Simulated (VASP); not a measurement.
# Au in VASP: a series of runs

Aim: see how the results for Au move with the level of theory and the settings. Levels: PBE, RPBE. Tasks: single point.

Everything below comes from runs of VASP 6.6.1. Logs are shortened: lines on timing, memory, paths and dates and some standing lists are left out, and cuts for length are marked.

**1. The cell of the first run**

The structure is tetragonal, space group I4/mmm (No. 139). Conventional cell: a = 2.878 Å, b = 2.878 Å, c = 3.907 Å, α = 90.00°, β = 90.00°, γ = 90.00°. Au (site symmetry 4/mmm) has 12 Au at 2.82 to 2.88 Å within 3.7 Å.

**2. Single point, PBE**

Input file INCAR:

```
SYSTEM = Au
  PREC = Accurate
  ENCUT = 520
  EDIFF = 1E-6
  ISMEAR = -1
  SIGMA = 0.05
  LREAL = .FALSE.
  LASPH = .TRUE.
  NELM = 60
  ALGO = Fast
  ISIF = 2
  LWAVE = .FALSE.
  LCHARG = .FALSE.
  GGA = PE
  NBANDS = 12
```

Input file KPOINTS:

```
regular mesh
0
G
  10 10 10
  0 0 0
```

Input file POSCAR:

```
Au
1.0
    0.0000000000      2.0350000000      1.9536000000
    2.0350000000      0.0000000000      1.9536000000
    2.0350000000      2.0350000000      0.0000000000
Au
1
Direct
    0.0000000000      0.0000000000      0.0000000000
```

Potentials or basis: VASP PAW PBE potentials, release 64 (Au).

On the command line:

```bash
cat potpaw_PBE.64/Au/POTCAR > POTCAR
mpirun -np 1 vasp_std > vasp.out
```

OUTCAR:

```text
SYSTEM = Au
   PREC = Accurate
   ENCUT = 520
   EDIFF = 1E-6
   ISMEAR = -1
   LREAL = .FALSE.
   LASPH = .TRUE.
   NELM = 60
   ISIF = 2
   GGA = PE

 ion  position               nearest neighbor table
   1  0.000  0.000  0.000-

  LATTYP: Found a body centered tetragonal cell.
 ALAT       =     2.8779245994
 C/A-ratio  =     1.3576450199

  Lattice vectors:

 A1 = (   0.0000000000,  -2.0350000000,  -1.9536000000)
 A2 = (   0.0000000000,   2.0350000000,  -1.9536000000)
 A3 = (   2.0350000000,   0.0000000000,   1.9536000000)

Analysis of symmetry for initial positions (statically):
=====================================================================
 Subroutine PRICEL returns:
 Original cell was already a primitive cell.

 Routine SETGRP: Setting up the symmetry group for a
 body centered tetragonal supercell.

 Subroutine GETGRP returns: Found 16 space group operations
 (whereof 16 operations were pure point group operations)
 out of a pool of 16 trial point group operations.

The static configuration has the point symmetry D_4h.

Analysis of symmetry for dynamics (positions and initial velocities):
=====================================================================
 Subroutine PRICEL returns:
 Original cell was already a primitive cell.

 Routine SETGRP: Setting up the symmetry group for a
 body centered tetragonal supercell.

 Subroutine GETGRP returns: Found 16 space group operations
 (whereof 16 operations were pure point group operations)
 out of a pool of 16 trial point group operations.

The dynamic configuration has the point symmetry D_4h.

 Subroutine INISYM returns: Found 16 space group operations
 (whereof 16 operations are pure point group operations),
 and found     1 'primitive' translations

----------------------------------------------------------------------------------------

                                     Primitive cell

  volume of cell :      16.1806

  direct lattice vectors                    reciprocal lattice vectors
     0.000000000  2.035000000  1.953600000    -0.245700246  0.245700246  0.255937756
     2.035000000  0.000000000  1.953600000     0.245700246 -0.245700246  0.255937756
     2.035000000  2.035000000  0.000000000     0.245700246  0.245700246 -0.255937756

  length of vectors
     2.820953378  2.820953378  2.877924599     0.431556898  0.431556898  0.431556898

  position of ions in fractional coordinates (direct lattice)
     0.000000000  0.000000000  0.000000000

  ion indices of the primitive-cell ions
   primitive index   ion index
                 1           1

----------------------------------------------------------------------------------------

 KPOINTS: regular mesh

Automatic generation of k-mesh.
 Grid dimensions read from file:
 generate k-points for:   10   10   10

 Generating k-lattice:

  Cartesian coordinates                     Fractional coordinates (reciprocal lattice)
    -0.024570025  0.024570025  0.025593776     0.100000000  0.000000000  0.000000000
     0.024570025 -0.024570025  0.025593776     0.000000000  0.100000000  0.000000000
     0.024570025  0.024570025 -0.025593776     0.000000000  0.000000000  0.100000000

  Length of vectors
     0.043155690  0.043155690  0.043155690

  Shift w.r.t. Gamma in fractional coordinates (k-lattice)
     0.000000000  0.000000000  0.000000000

 Subroutine IBZKPT returns following result:
 ===========================================

 Found    102 irreducible k-points:

 Following reciprocal coordinates:
            Coordinates               Weight
  0.000000  0.000000  0.000000      1.000000
  0.100000  0.000000  0.000000      8.000000
  0.200000  0.000000  0.000000      8.000000
  0.300000  0.000000  0.000000      8.000000
  0.400000  0.000000  0.000000      8.000000
  0.500000  0.000000  0.000000      4.000000
[... 16 lines left out ...]
  0.300000  0.300000  0.000000      2.000000
  0.400000  0.300000  0.000000      8.000000
 [... further k-points ...]
   k-points           NKPTS =    102   k-points in BZ     NKDIM =    102   number of bands    NBANDS=     12
   number of dos      NEDOS =    301   number of ions     NIONS =      1
   total plane-waves  NPLWV =  13824
   dimension x,y,z NGX =    24 NGY =   24 NGZ =   24
   dimension x,y,z NGXF=    48 NGYF=   48 NGZF=   48
   ions per type =               1
   NGX,Y,Z   is equivalent  to a cutoff of  14.14, 14.14, 13.86 a.u.
   NGXF,Y,Z  is equivalent  to a cutoff of  28.29, 28.29, 27.73 a.u.
 SYSTEM =  Au
   PREC   = accura    normal or accurate (medium, high low for compatibility)
   ISTART =      0    job   : 0-new  1-cont  2-samecut
   ICHARG =      2    charge: 1-file 2-atom 10-const
   ISPIN  =      1    spin polarized calculation?
   LNONCOLLINEAR =      F non collinear calculations
   LSORBIT =      F    spin-orbit coupling
   LASPH  =      T    aspherical Exc in radial PAW
   ENCUT  =  520.0 eV  38.22 Ry    6.18 a.u.   5.25  5.25  5.35*2*pi/ulx,y,z
   NELM   =     60;   NELMIN=  2; NELMDL= -5     # of ELM steps
   EDIFF  = 0.1E-05   stopping-criterion for ELM
   LREAL  =      F    real-space projection
   EDIFFG = 0.1E-04   stopping-criterion for IOM
   NSW    =      0    number of steps for IOM
   IBRION =     -1    ionic relax: 0-MD 1-quasi-New 2-CG
   NFREE  =      0    steps in history (QN), initial steepest desc. (CG)
   ISIF   =      2    stress and relaxation
   ISYM   =      2    0-nonsym 1-usesym 2-fastsym
   POTIM  = 0.5000    time-step for ionic-motion
   TEBEG  =    0.0;   TEEND  =   0.0 temperature during run
   PSTRESS=    0.0 pullay stress
   NELECT =      11.0000    total number of electrons
   NUPDOWN=      -1.0000    fix difference up-down
   EMIN   =  10.00;   EMAX   =-10.00  energy-range for DOS
   EFERMI =   0.00;   METHOD = LEGACY
   ISMEAR =    -1;   SIGMA  =   0.05  broadening in eV -4-tet -1-fermi 0-gaus
   EFERMI_NEDOS =   21; number of points for ismear=-14 and -15
   IALGO  =     68    algorithm
   IMIX   =      4    mixing-type and parameters
     AMIX     =   0.40;   BMIX     =  1.00
     AMIX_MAG =   1.60;   BMIX_MAG =  1.00
  volume/ion in A,a.u.               =      16.18       109.19
  Fermi-wavevector in a.u.,A,eV,Ry     =   1.439486  2.720235 28.192920  2.072121
  Thomas-Fermi vector in A             =   2.558337
   LORBIT       =      0    0 simple, 1 ext, 2 COOP (PROOUT), +10 PAW based schemes
   GGA     = PE    functional components
   LHFCALC =     F    Hartree Fock is set to
   AEXX    =    0.0000 exact exchange contribution
   IVDW    =     0    specifies the selected vdW correction
   LEPSILON=     F    determine dielectric tensor
   LRPA    =     F    only Hartree local field effects (RPA)
 non-spin polarized calculation
 RMM-DIIS sequential band-by-band and
  energy-cutoff  :      520.00
  volume of cell :       16.18
 maximum number of plane-waves:       446
 NGX is ok and might be reduce to    24
   NGX = 11   NGY = 11   NGZ = 11

 number of electron      11.0000001 magnetization

 Free energy of the ion-electron system (eV)
  ---------------------------------------------------
  ext. energy  EPLUGINS =         0.00000000
  ---------------------------------------------------
  free energy    TOTEN  =        -3.10123384 eV

  energy without entropy =       -3.09497672  energy(sigma->0) =       -3.09810528

 E-fermi :  10.3563     XC(G=0): -13.0302

 val. band max:       10.3504144284   @ k =   0.5000   0.2000   0.1000
 cond. band min:      10.4066810396   @ k =   0.5000   0.1000   0.0000
 fundamental gap:      0.0562666113
 Fermi energy:        10.3563022158

 k-point     1 :       0.0000    0.0000    0.0000
  band No.  band energies     occupation
      1      -0.0529      2.00000
      2       5.2593      2.00000
      3       5.2593      2.00000
      4       5.6463      2.00000
      5       6.8273      2.00000
      6       7.2377      2.00000
      7      24.8277      0.00000
      8      28.8352      0.00000
      9      28.8352      0.00000
     10      29.6541      0.00000
     11      34.2096      0.00000
     12      38.8385      0.00000

 k-point     2 :       0.1000    0.0000    0.0000
  band No.  band energies     occupation
      1       0.3088      2.00000
      2       5.2094      2.00000
      3       5.3794      2.00000
      4       5.6992      2.00000
      5       6.7959      2.00000
      6       7.1676      2.00000
      7      25.2535      0.00000
      8      27.2241      0.00000
      9      29.2984      0.00000
     10      29.8356      0.00000
     11      35.0179      0.00000
     12      37.0651      0.00000

 k-point     3 :       0.2000    0.0000    0.0000
  band No.  band energies     occupation
      1       1.2704      2.00000
      2       5.1036      2.00000
      3       5.5361      2.00000
      4       5.8571      2.00000
      5       6.9196      2.00000
      6       7.1395      2.00000
      7      23.7710      0.00000
      8      26.1074      0.00000
      9      30.4294      0.00000
     10      30.8848      0.00000
     11      32.5933      0.00000
     12      34.3782      0.00000
[... 286 lines left out ...]
 k-point    23 :       0.3000    0.3000    0.0000
  band No.  band energies     occupation
      1       3.0799      2.00000
      2       3.8994      2.00000
      3       6.7456      2.00000
      4       7.1470      2.00000
      5       7.1470      2.00000
      6       7.7572      2.00000
      7      23.8155      0.00000
      8      23.8155      0.00000
      9      25.8478      0.00000
     10      26.7725      0.00000
     11      28.7465      0.00000
     12      37.7094      0.00000

 k-point    24 :       0.4000    0.3000    0.0000
  band No.  band energies     occupation
      1       3.2876      2.00000
      2       3.7147      2.00000
      3       6.6791      2.00000
      4       7.2544      2.00000
      5       8.2699      2.00000
      6       9.0080      2.00000
      7      20.3726      0.00000
      8      22.6579      0.00000
      9      23.6557      0.00000
     10      27.7455      0.00000
     11      30.0682      0.00000
     12      37.7251      0.00000

 [... further k-points ...]

------------------------ aborting loop because EDIFF is reached ----------------------------------------

  FORCE on cell =-STRESS in cart. coord.  units (eV):
  Direction    XX          YY          ZZ          XY          YZ          ZX
  --------------------------------------------------------------------------------------
  -------------------------------------------------------------------------------------
  Total        2.0428583      2.0428583      2.0020470      0.0000000     -0.0000000     -0.0000000
  in kB      202.2806563    202.2806563    198.2395848      0.0000000     -0.0000000     -0.0000000
  external PRESSURE =     200.9336325 kB  Pullay stress =       0.0000000 kB

 VOLUME and BASIS-vectors are now :
 -----------------------------------------------------------------------------
  energy-cutoff  :      520.00
  volume of cell :       16.18
      direct lattice vectors                 reciprocal lattice vectors
     0.000000000  2.035000000  1.953600000    -0.245700246  0.245700246  0.255937756
     2.035000000  0.000000000  1.953600000     0.245700246 -0.245700246  0.255937756
     2.035000000  2.035000000  0.000000000     0.245700246  0.245700246 -0.255937756

 POSITION                                       TOTAL-FORCE (eV/Angst)
 -----------------------------------------------------------------------------------
      0.00000      0.00000      0.00000         0.000000      0.000000      0.000000
 -----------------------------------------------------------------------------------
    total drift:                               -0.000000     -0.000000     -0.000000

  FREE ENERGIE OF THE ION-ELECTRON SYSTEM (eV)
  ---------------------------------------------------
  free  energy   TOTEN  =        -3.1012338354 eV

  energy  without entropy=       -3.0949767224  energy(sigma->0) =       -3.09810528
```

Run time: 27 s. Hardware: 1 thread of Intel Xeon 8259CL, shared host; peak memory 0.15 GiB.

Results:

```yaml
Free_energy: -3.1012 eV
Pressure: 20.1 GPa
```

Caveat: spin-orbit coupling is left out, which moves the levels of the heavy elements.

**3. Single point, PBE**

This run uses another cell than the first one, of 16.85 Å³/atom, 1.042 times its volume.

Input file INCAR:

```
SYSTEM = Au
PREC = Accurate
ENCUT = 520
EDIFF = 1E-6
ISMEAR = -1
SIGMA = 0.02
LREAL = .False.
LASPH = .True.
NELM = 80
ALGO = Normal
ISIF = 2
LWAVE = .False.
LCHARG = .False.
GGA = PE
NBANDS = 12
```

Input file KPOINTS:

```
regular mesh
0
Gamma
  6 6 6
  0 0 0
```

Input file POSCAR:

```
Au
1.0
    0.0000000000      2.0350000000      2.0350000000
    2.0350000000      0.0000000000      2.0350000000
    2.0350000000      2.0350000000      0.0000000000
Au
1
Direct
    0.0000000000      0.0000000000      0.0000000000
```

Potentials or basis: VASP PAW PBE potentials, release 64 (Au).

On the command line:

```bash
cat potpaw_PBE.64/Au/POTCAR > POTCAR
mpirun -np 1 vasp_std > vasp.out
```

Run time: 5.9 s. Hardware: 1 thread of Intel Xeon 8259CL, shared host; peak memory 0.14 GiB.

Results (log left out):

| Property | Result |
| --- | --- |
| Free energy | -3.1121 eV |
| Pressure | 11.9 GPa |

Levels at points of the mesh, in eV from the Fermi level:
```csv
k point,band 3,band 4,band 5,band 6,band 7,band 8,band 9,band 10
"(0.00, 0.00, 0.00)",-4.68,-4.68,-3.13,-3.13,14.58,18.64,18.64,18.64
"(0.50, 0.00, 0.00)",-4.71,-1.91,-1.91,-0.94,3.21,14.03,17.29,17.29
"(0.50, 0.50, 0.00)",-1.95,-1.58,-1.58,1.06,5.94,10.11,10.11,17.41
```

Caveat: the k points lie up to 0.45 Å⁻¹ apart; spin-orbit coupling is left out, which moves the levels of the heavy elements.

**4. Single point, PBE**

This run uses another cell than the first one, of 16.85 Å³/atom, 1.042 times its volume.

Input file INCAR:

```
PREC = Accurate ; ENCUT = 520
EDIFF = 1E-7 ; ISMEAR = -1
SIGMA = 0.02 ; LREAL = F
LASPH = T ; NELM = 100
ALGO = Normal ; ISIF = 2
LWAVE = F ; LCHARG = F
GGA = PE ; NBANDS = 12
```

Input file KPOINTS:

```
regular mesh
0
Gamma
  8 8 8
```

POSCAR is that of step 3.

Potentials or basis: VASP PAW PBE potentials, release 64 (Au).

On the command line:

```bash
cat potpaw_PBE.64/Au/POTCAR > POTCAR
mpirun -np 1 vasp_std > vasp.out
```

OUTCAR:

```text
PREC = Accurate
   ENCUT = 520
   EDIFF = 1E-7
   ISMEAR = -1
   LREAL = F
   LASPH = T
   NELM = 100
   ISIF = 2
   GGA = PE

 ion  position               nearest neighbor table
   1  0.000  0.000  0.000-

  LATTYP: Found a face centered cubic cell.
 ALAT       =     4.0700000000

  Lattice vectors:

 A1 = (   0.0000000000,   2.0350000000,   2.0350000000)
 A2 = (   2.0350000000,   0.0000000000,   2.0350000000)
 A3 = (   2.0350000000,   2.0350000000,   0.0000000000)

[... 537 lines left out ...]
     12      36.6429      0.00000

 [... further k-points ...]

------------------------ aborting loop because EDIFF is reached ----------------------------------------

  FORCE on cell =-STRESS in cart. coord.  units (eV):
  Direction    XX          YY          ZZ          XY          YZ          ZX
  --------------------------------------------------------------------------------------
  -------------------------------------------------------------------------------------
  Total        1.2106768      1.2106768      1.2106768      0.0000000     -0.0000000     -0.0000000
  in kB      115.0841609    115.0841609    115.0841609      0.0000000     -0.0000000     -0.0000000
  external PRESSURE =     115.0841609 kB  Pullay stress =       0.0000000 kB

 VOLUME and BASIS-vectors are now :
 -----------------------------------------------------------------------------
  energy-cutoff  :      520.00
  volume of cell :       16.85
      direct lattice vectors                 reciprocal lattice vectors
     0.000000000  2.035000000  2.035000000    -0.245700246  0.245700246  0.245700246
     2.035000000  0.000000000  2.035000000     0.245700246 -0.245700246  0.245700246
     2.035000000  2.035000000  0.000000000     0.245700246  0.245700246 -0.245700246

 POSITION                                       TOTAL-FORCE (eV/Angst)
 -----------------------------------------------------------------------------------
      0.00000      0.00000      0.00000         0.000000     -0.000000      0.000000
 -----------------------------------------------------------------------------------
    total drift:                               -0.000000      0.000000     -0.000000

  FREE ENERGIE OF THE ION-ELECTRON SYSTEM (eV)
  ---------------------------------------------------
  free  energy   TOTEN  =        -3.1465040306 eV

  energy  without entropy=       -3.1449451858  energy(sigma->0) =       -3.14572461
```

OSZICAR:

```text
N       E                     dE             d eps       ncg     rms          rms(c)
DAV:   1     0.487563952327E+02    0.48756E+02   -0.56709E+03   728   0.825E+02
DAV:   2    -0.277202863264E+01   -0.51528E+02   -0.49537E+02   812   0.188E+02
DAV:   3    -0.340494460034E+01   -0.63292E+00   -0.63262E+00   852   0.202E+01
DAV:   4    -0.340702072848E+01   -0.20761E-02   -0.20761E-02   848   0.133E+00
DAV:   5    -0.340703565590E+01   -0.14927E-04   -0.14928E-04   864   0.106E-01    0.988E+00
DAV:   6    -0.316874342637E+01    0.23829E+00   -0.61758E-01   780   0.638E+00    0.622E+00
DAV:   7    -0.314875316508E+01    0.19990E-01   -0.71061E-02   800   0.217E+00    0.278E+00
DAV:   8    -0.314651134641E+01    0.22418E-02   -0.21145E-03   760   0.395E-01    0.259E-01
DAV:   9    -0.314649891738E+01    0.12429E-04   -0.99216E-06   836   0.283E-02    0.182E-02
DAV:  10    -0.314650403738E+01   -0.51200E-05   -0.24038E-06   828   0.146E-02    0.794E-04
DAV:  11    -0.314650403064E+01    0.67409E-08   -0.55935E-08   640   0.181E-03
   1 F= -.31465040E+01 E0= -.31457246E+01  d E =-.155884E-02
```

stdout:

```text
POSCAR found type information on POSCAR Au
 POSCAR found :  1 types and       1 ions
 scaLAPACK will be used
 LDA part: xc-table for (Slater+PW92), standard interpolation
 POSCAR, INCAR and KPOINTS ok, starting setup
 FFT: planning ... GRIDC
 FFT: planning ... GRID_SOFT
 FFT: planning ... GRID
 WAVECAR not read
 entering main loop
```

Wall time 7 s (1 thread of Intel Xeon 8259CL, shared host); peak memory 0.14 GiB.

Results:

```yaml
Free_energy: -3.1465 eV
Pressure: 11.5 GPa
```

Levels at points of the mesh, in eV from the Fermi level:
```tsv
k point	band 3	band 4	band 5	band 6	band 7	band 8	band 9	band 10
(0.00, 0.00, 0.00)	-4.66	-4.66	-3.12	-3.12	14.59	18.65	18.65	18.65
(0.50, 0.00, 0.00)	-4.70	-1.89	-1.89	-0.93	3.22	14.04	17.30	17.30
(0.50, 0.50, 0.00)	-1.94	-1.56	-1.56	1.07	5.95	10.13	10.13	17.42
```

Caveat: spin-orbit coupling is left out, which moves the levels of the heavy elements.

**5. Single point, RPBE**

This run uses another cell than the first one, of 16.85 Å³/atom, 1.042 times its volume.

Input file INCAR:

```
ALGO = Normal
EDIFF = 1E-7
ENCUT = 520
GGA = RP
ISIF = 2
ISMEAR = 0
LASPH = True
LCHARG = True
LELF = True
LREAL = False
LVHAR = True
LWAVE = False
NBANDS = 12
NELM = 60
PREC = Accurate
SIGMA = 0.02
```

Input file KPOINTS:

```
k-points
0
Gamma
  11 11 11
```

POSCAR is that of step 4.

On the command line:

```bash
cat potpaw_PBE.64/Au/POTCAR > POTCAR
mpirun -np 1 vasp_std > vasp.out
```

Wall time 14 s (1 thread of Intel Xeon 8259CL, shared host); peak memory 0.14 GiB.

The run converged. Its results:

- Free energy: -2.5776 eV
- Pressure: 14.6 GPa

Levels at points of the mesh, in eV from the Fermi level:
```
           k point  band 4  band 5  band 6  band 7  band 8  band 9
(0.00, 0.00, 0.00)   -4.87   -3.34   -3.34   14.37   18.46   18.46
```

Caveat: the PAW data sets were made with another functional, which shifts forces and pressure a little; spin-orbit coupling is left out, which moves the levels of the heavy elements.

**6. Summary**

```tsv
level	cell	k mesh	smearing	gap on the mesh (eV)	pressure (GPa)
PBE	a = 2.821, b = 2.821, c = 2.878 Å, angles 59.3, 59.3, 61.3°, 1 atom	10 × 10 × 10	fermi-dirac 0.05 eV	none	20.1
PBE	a = 2.878 Å, angles 60.0°, 1 atom	6 × 6 × 6	fermi-dirac 0.02 eV	none	11.9
PBE	a = 2.878 Å, angles 60.0°, 1 atom	8 × 8 × 8	fermi-dirac 0.02 eV	none	11.5
RPBE	a = 2.878 Å, angles 60.0°, 1 atom	11 × 11 × 11	gaussian 0.02 eV	none	14.6
```

Alike in all rows: task single point; potentials or basis VASP PAW PBE potentials, release 64 (Au); no spin polarisation; cutoff (eV) 520.

Caveats: some runs use coarse meshes; spin-orbit coupling is left out, which moves the levels of the heavy elements; the PAW data sets were made with another functional, which shifts forces and pressure a little (some runs).

Total energies depend on the potentials used, so only differences within one code and one set of settings carry meaning.
